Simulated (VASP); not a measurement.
# ZnS (Fm-3m) in VASP: notebook

ZnS is run at these levels: PBEsol; tasks: single point.

Program: VASP 6.6.1. These are calculated values, not measurements. Logs are shortened: lines on timing, memory, paths and dates and some standing lists are left out, and cuts for length are marked.

### Step 1. The cell of the first run

Symmetry: Fm-3m, No. 225, cubic system. The conventional cell has a = 5.062 Å, b = 5.062 Å, c = 5.062 Å, α = 90.00°, β = 90.00°, γ = 90.00°. Within 3.3 Å of Zn (site symmetry m-3m) lie 6 S at 2.53 Å. Within 3.3 Å of S (site symmetry m-3m) lie 6 Zn at 2.53 Å.

### Step 2. Single point, PBEsol

Contents of INCAR:

```
PREC = Accurate
ENCUT = 500
EDIFF = 1E-6
ISMEAR = -1
SIGMA = 0.02
LREAL = F
LASPH = T
NELM = 120
ALGO = Normal
ISIF = 2
LWAVE = F
LCHARG = F
GGA = PS
NBANDS = 16
GGA_COMPAT = F
```

Contents of KPOINTS:

```
regular mesh
0
Gamma
  5 5 5
```

Contents of POSCAR:

```
ZnS
1.0
    0.0000000000      2.5310227333      2.5310227333
    2.5310227333      0.0000000000      2.5310227333
    2.5310227333      2.5310227333      0.0000000000
Zn S
1 1
Direct
    0.0000000000      0.0000000000      0.0000000000
    0.5000000000      0.5000000000      0.5000000000
```

Potentials or basis: VASP PAW PBE potentials, release 64 (Zn, S).

Run with:

```bash
cat potpaw_PBE.64/Zn/POTCAR potpaw_PBE.64/S/POTCAR > POTCAR
mpirun -np 1 vasp_std > vasp.out
```

OUTCAR:

```text
PREC = Accurate
   ENCUT = 500
   EDIFF = 1E-6
   ISMEAR = -1
   LREAL = F
   LASPH = T
   NELM = 120
   ISIF = 2
   GGA = PS

 ion  position               nearest neighbor table
   1  0.000  0.000  0.000-   2 2.53   2 2.53   2 2.53   2 2.53   2 2.53   2 2.53
   2  0.500  0.500  0.500-   1 2.53   1 2.53   1 2.53   1 2.53   1 2.53   1 2.53

  LATTYP: Found a face centered cubic cell.
 ALAT       =     5.0620454666

  Lattice vectors:

 A1 = (   0.0000000000,   2.5310227333,   2.5310227333)
 A2 = (   2.5310227333,   0.0000000000,   2.5310227333)
 A3 = (   2.5310227333,   2.5310227333,   0.0000000000)

Analysis of symmetry for initial positions (statically):
=====================================================================
 Subroutine PRICEL returns:
 Original cell was already a primitive cell.

 Routine SETGRP: Setting up the symmetry group for a
 face centered cubic supercell.

 Subroutine GETGRP returns: Found 48 space group operations
 (whereof 48 operations were pure point group operations)
 out of a pool of 48 trial point group operations.

The static configuration has the point symmetry O_h .

Analysis of symmetry for dynamics (positions and initial velocities):
=====================================================================
 Subroutine PRICEL returns:
 Original cell was already a primitive cell.

 Routine SETGRP: Setting up the symmetry group for a
 face centered cubic supercell.

 Subroutine GETGRP returns: Found 48 space group operations
 (whereof 48 operations were pure point group operations)
 out of a pool of 48 trial point group operations.

The dynamic configuration has the point symmetry O_h .

 Subroutine INISYM returns: Found 48 space group operations
 (whereof 48 operations are pure point group operations),
 and found     1 'primitive' translations

----------------------------------------------------------------------------------------

                                     Primitive cell

  volume of cell :      32.4278

  direct lattice vectors                    reciprocal lattice vectors
     0.000000000  2.531022733  2.531022733    -0.197548601  0.197548601  0.197548601
     2.531022733  0.000000000  2.531022733     0.197548601 -0.197548601  0.197548601
     2.531022733  2.531022733  0.000000000     0.197548601  0.197548601 -0.197548601

  length of vectors
     3.579406676  3.579406676  3.579406676     0.342164214  0.342164214  0.342164214

  position of ions in fractional coordinates (direct lattice)
     0.000000000  0.000000000  0.000000000
     0.500000000  0.500000000  0.500000000

  ion indices of the primitive-cell ions
   primitive index   ion index
                 1           1
                 2           2

----------------------------------------------------------------------------------------

 KPOINTS: regular mesh

Automatic generation of k-mesh.
 Grid dimensions read from file:
 generate k-points for:    5    5    5

 Generating k-lattice:

  Cartesian coordinates                     Fractional coordinates (reciprocal lattice)
    -0.039509720  0.039509720  0.039509720     0.200000000  0.000000000  0.000000000
     0.039509720 -0.039509720  0.039509720     0.000000000  0.200000000  0.000000000
     0.039509720  0.039509720 -0.039509720     0.000000000  0.000000000  0.200000000

  Length of vectors
     0.068432843  0.068432843  0.068432843

  Shift w.r.t. Gamma in fractional coordinates (k-lattice)
     0.000000000  0.000000000  0.000000000

 Subroutine IBZKPT returns following result:
 ===========================================

 Found     10 irreducible k-points:

 Following reciprocal coordinates:
            Coordinates               Weight
  0.000000  0.000000  0.000000      1.000000
  0.200000  0.000000  0.000000      8.000000
  0.400000  0.000000  0.000000      8.000000
  0.200000  0.200000  0.000000      6.000000
  0.400000  0.200000  0.000000     24.000000
 -0.400000  0.200000  0.000000     24.000000
 -0.200000  0.200000  0.000000     12.000000
  0.400000  0.400000  0.000000      6.000000
 -0.400000  0.400000  0.000000     12.000000
 -0.400000  0.400000  0.200000     24.000000
   k-points           NKPTS =     10   k-points in BZ     NKDIM =     10   number of bands    NBANDS=     16
   number of dos      NEDOS =    301   number of ions     NIONS =      2
   total plane-waves  NPLWV =  21952
   dimension x,y,z NGX =    28 NGY =   28 NGZ =   28
   dimension x,y,z NGXF=    56 NGYF=   56 NGZF=   56
   ions per type =               1   1
   NGX,Y,Z   is equivalent  to a cutoff of  13.00, 13.00, 13.00 a.u.
   NGXF,Y,Z  is equivalent  to a cutoff of  26.01, 26.01, 26.01 a.u.
 SYSTEM =  unknown system
   PREC   = accura    normal or accurate (medium, high low for compatibility)
   ISTART =      0    job   : 0-new  1-cont  2-samecut
   ICHARG =      2    charge: 1-file 2-atom 10-const
   ISPIN  =      1    spin polarized calculation?
   LNONCOLLINEAR =      F non collinear calculations
   LSORBIT =      F    spin-orbit coupling
   LASPH  =      T    aspherical Exc in radial PAW
   ENCUT  =  500.0 eV  36.75 Ry    6.06 a.u.   6.53  6.53  6.53*2*pi/ulx,y,z
   NELM   =    120;   NELMIN=  2; NELMDL= -5     # of ELM steps
   EDIFF  = 0.1E-05   stopping-criterion for ELM
   LREAL  =      F    real-space projection
   EDIFFG = 0.1E-04   stopping-criterion for IOM
   NSW    =      0    number of steps for IOM
   IBRION =     -1    ionic relax: 0-MD 1-quasi-New 2-CG
   NFREE  =      0    steps in history (QN), initial steepest desc. (CG)
   ISIF   =      2    stress and relaxation
   ISYM   =      2    0-nonsym 1-usesym 2-fastsym
   POTIM  = 0.5000    time-step for ionic-motion
   TEBEG  =    0.0;   TEEND  =   0.0 temperature during run
   PSTRESS=    0.0 pullay stress
   NELECT =      18.0000    total number of electrons
   NUPDOWN=      -1.0000    fix difference up-down
   EMIN   =  10.00;   EMAX   =-10.00  energy-range for DOS
   EFERMI =   0.00;   METHOD = LEGACY
   ISMEAR =    -1;   SIGMA  =   0.02  broadening in eV -4-tet -1-fermi 0-gaus
   EFERMI_NEDOS =   21; number of points for ismear=-14 and -15
   IALGO  =     38    algorithm
   IMIX   =      4    mixing-type and parameters
     AMIX     =   0.40;   BMIX     =  1.00
     AMIX_MAG =   1.60;   BMIX_MAG =  1.00
  volume/ion in A,a.u.               =      16.21       109.42
  Fermi-wavevector in a.u.,A,eV,Ry     =   1.345425  2.542485 24.628851  1.810169
  Thomas-Fermi vector in A             =   2.473339
   LORBIT       =      0    0 simple, 1 ext, 2 COOP (PROOUT), +10 PAW based schemes
   GGA     = PS    functional components
   LHFCALC =     F    Hartree Fock is set to
   AEXX    =    0.0000 exact exchange contribution
   IVDW    =     0    specifies the selected vdW correction
   LEPSILON=     F    determine dielectric tensor
   LRPA    =     F    only Hartree local field effects (RPA)
 non-spin polarized calculation
  energy-cutoff  :      500.00
  volume of cell :       32.43
 maximum number of plane-waves:       869
 NGX is ok and might be reduce to    28
   NGX = 13   NGY = 13   NGZ = 13

 number of electron      18.0000013 magnetization

 Free energy of the ion-electron system (eV)
  ---------------------------------------------------
  ext. energy  EPLUGINS =         0.00000000
  ---------------------------------------------------
  free energy    TOTEN  =        -6.99707836 eV

  energy without entropy =       -6.99569737  energy(sigma->0) =       -6.99638787

 E-fermi :   4.0620     XC(G=0): -11.0819

 val. band max:        4.0030169155   @ k =  -0.2000   0.2000   0.0000
 cond. band min:       4.1061350344   @ k =   0.4000   0.4000   0.0000
 fundamental gap:      0.1031181189
 Fermi energy:         4.0620493475

 k-point     1 :       0.0000    0.0000    0.0000
  band No.  band energies     occupation
      1      -9.9867      2.00000
      2      -2.3769      2.00000
      3      -2.3769      2.00000
      4      -2.3641      2.00000
      5      -2.3641      2.00000
      6      -2.3641      2.00000
[... 8 lines left out ...]
     15      15.5248      0.00000
     16      15.5248      0.00000

 k-point     2 :       0.2000    0.0000    0.0000
  band No.  band energies     occupation
      1      -9.5161      2.00000
      2      -2.4998      2.00000
      3      -2.4998      2.00000
      4      -2.4484      2.00000
      5      -2.3058      2.00000
      6      -2.3058      2.00000
[... 8 lines left out ...]
     15      14.4319      0.00000
     16      15.0711      0.00000

 k-point     3 :       0.4000    0.0000    0.0000
  band No.  band energies     occupation
      1      -8.4689      2.00000
      2      -3.0779      2.00000
      3      -2.6902      2.00000
      4      -2.6902      2.00000
      5      -2.2065      2.00000
      6      -2.2065      2.00000
[... 8 lines left out ...]
     15      17.1595      0.00000
     16      17.1595      0.00000

 k-point     4 :       0.2000    0.2000    0.0000
  band No.  band energies     occupation
      1      -9.3791      2.00000
      2      -2.6525      2.00000
      3      -2.4186      2.00000
      4      -2.3452      2.00000
      5      -2.3168      2.00000
      6      -2.3168      2.00000
[... 8 lines left out ...]
     15      16.7378      0.00000
     16      18.0527      0.00000

 k-point     5 :       0.4000    0.2000    0.0000
  band No.  band energies     occupation
      1      -8.5576      2.00000
      2      -2.8149      2.00000
      3      -2.5212      2.00000
      4      -2.4955      2.00000
      5      -2.2373      2.00000
      6      -2.1956      2.00000
[... 8 lines left out ...]
     15      18.2734      0.00000
     16      18.8395      0.00000

 k-point     6 :      -0.4000    0.2000    0.0000
  band No.  band energies     occupation
      1      -8.1000      2.00000
      2      -3.0038      2.00000
      3      -2.6563      2.00000
      4      -2.5661      2.00000
      5      -2.1933      2.00000
      6      -2.1590      2.00000
[... 8 lines left out ...]
     15      17.0308      0.00000
     16      18.5670      0.00000

 k-point     7 :      -0.2000    0.2000    0.0000
  band No.  band energies     occupation
      1      -8.8529      2.00000
      2      -2.7480      2.00000
      3      -2.6414      2.00000
      4      -2.4640      2.00000
      5      -2.2735      2.00000
      6      -2.2025      2.00000
[... 8 lines left out ...]
     15      17.7287      0.00000
     16      18.3057      0.00000

 k-point     8 :       0.4000    0.4000    0.0000
  band No.  band energies     occupation
      1      -8.2420      2.00000
      2      -2.5089      2.00000
      3      -2.4452      2.00000
      4      -2.2940      2.00000
      5      -2.1727      2.00000
      6      -2.1727      2.00000
[... 8 lines left out ...]
     15      18.3055      0.00000
     16      20.6625      0.00000

 k-point     9 :      -0.4000    0.4000    0.0000
  band No.  band energies     occupation
      1      -7.9563      2.00000
      2      -2.5561      2.00000
      3      -2.4366      2.00000
      4      -2.3321      2.00000
      5      -2.1535      2.00000
      6      -1.8504      2.00000
[... 8 lines left out ...]
     15      18.5313      0.00000
     16      20.9194      0.00000

 k-point    10 :      -0.4000    0.4000    0.2000
  band No.  band energies     occupation
      1      -8.0212      2.00000
      2      -2.6680      2.00000
      3      -2.5294      2.00000
      4      -2.4956      2.00000
      5      -2.1680      2.00000
      6      -2.0416      2.00000
[... 8 lines left out ...]
     15      18.0373      0.00000
     16      20.5040      0.00000

------------------------ aborting loop because EDIFF is reached ----------------------------------------

  FORCE on cell =-STRESS in cart. coord.  units (eV):
  Direction    XX          YY          ZZ          XY          YZ          ZX
  --------------------------------------------------------------------------------------
  -------------------------------------------------------------------------------------
  Total       -0.3787582     -0.3787582     -0.3787582      0.0000000     -0.0000000      0.0000000
  in kB      -18.7134766    -18.7134766    -18.7134766      0.0000000     -0.0000000      0.0000000
  external PRESSURE =     -18.7134766 kB  Pullay stress =       0.0000000 kB

 VOLUME and BASIS-vectors are now :
 -----------------------------------------------------------------------------
  energy-cutoff  :      500.00
  volume of cell :       32.43
      direct lattice vectors                 reciprocal lattice vectors
     0.000000000  2.531022733  2.531022733    -0.197548601  0.197548601  0.197548601
     2.531022733  0.000000000  2.531022733     0.197548601 -0.197548601  0.197548601
     2.531022733  2.531022733  0.000000000     0.197548601  0.197548601 -0.197548601

 POSITION                                       TOTAL-FORCE (eV/Angst)
 -----------------------------------------------------------------------------------
      0.00000      0.00000      0.00000        -0.000000     -0.000000     -0.000000
      2.53102      2.53102      2.53102         0.000000      0.000000      0.000000
 -----------------------------------------------------------------------------------
    total drift:                               -0.000000      0.000000      0.000000

  FREE ENERGIE OF THE ION-ELECTRON SYSTEM (eV)
  ---------------------------------------------------
  free  energy   TOTEN  =        -6.9970783648 eV

  energy  without entropy=       -6.9956973652  energy(sigma->0) =       -6.99638787
```

It took 4.7 s on 1 thread of Intel Xeon 6975P-C (Granite Rapids), shared host; peak memory 0.15 GiB.

Results:

- Free energy: -6.9971 eV
- Pressure: -1.9 GPa
- Band gap on the k mesh: 0.10 eV, indirect (least direct gap 2.45 eV)

Levels at points of the mesh, in eV from the valence-band top:
```
           k point  band 5  band 6  band 7  band 8  band 9  band 10  band 11  band 12  band 13  band 14
(0.00, 0.00, 0.00)   -6.37   -6.37   -0.62   -0.62   -0.62     1.84     8.95     8.95     8.95    11.52
```

Caveat: the k points lie up to 0.43 Å⁻¹ apart; the PAW data sets were made with another functional, which shifts forces and pressure a little.

### Step 3. Single point, PBEsol

Contents of INCAR:

```
SYSTEM = ZnS
ALGO     = Normal         ! electronic algorithm
EDIFF    = 1E-6           ! SCF threshold, eV
ENCUT    = 500            ! plane-wave cutoff, eV
GGA      = PS             ! functional
GGA_COMPAT= .False.      
ISIF     = 2              ! what is computed and relaxed
ISMEAR   = 1              ! smearing method
LASPH    = .True.         ! aspherical terms in the spheres
LCHARG   = .False.        ! write CHGCAR
LREAL    = .False.        ! projectors in reciprocal space
LWAVE    = .False.        ! write WAVECAR
NBANDS   = 16             ! bands
NELM     = 120            ! most SCF steps
PREC     = Accurate       ! precision mode
SIGMA    = 0.2            ! smearing width, eV
```

Contents of KPOINTS:

```
k-points
0
Gamma
  6 6 6
  0 0 0
```

POSCAR is that of step 2.

Potentials or basis: VASP PAW PBE potentials, release 64 (Zn, S).

Run with:

```bash
cat potpaw_PBE.64/Zn/POTCAR potpaw_PBE.64/S/POTCAR > POTCAR
mpirun -np 1 vasp_std > vasp.out
```

Run time: 5.7 s. Hardware: 1 thread of Intel Xeon 6975P-C (Granite Rapids), shared host; peak memory 0.15 GiB.

Results (log left out):

```
Free energy            : -7.0371 eV
Pressure               : -2.1 GPa
Band gap on the k mesh : zero (band 9 reaches 3.97 eV, above the bottom of band 10 at 3.58 eV)
```

Levels at points of the mesh, in eV from the Fermi level:
```csv
k point,band 5,band 6,band 7,band 8,band 9,band 10,band 11,band 12,band 13,band 14
"(0.00, 0.00, 0.00)",-6.35,-6.35,-0.66,-0.66,-0.66,1.82,8.94,8.94,8.94,11.52
"(0.50, 0.00, 0.00)",-6.17,-6.17,-5.46,-0.13,-0.13,3.69,5.44,5.44,7.49,13.23
"(0.50, 0.50, 0.00)",-6.12,-5.68,-5.45,-2.65,-2.65,-0.43,5.22,11.81,12.35,12.35
```

Caveat: the PAW data sets were made with another functional, which shifts forces and pressure a little.
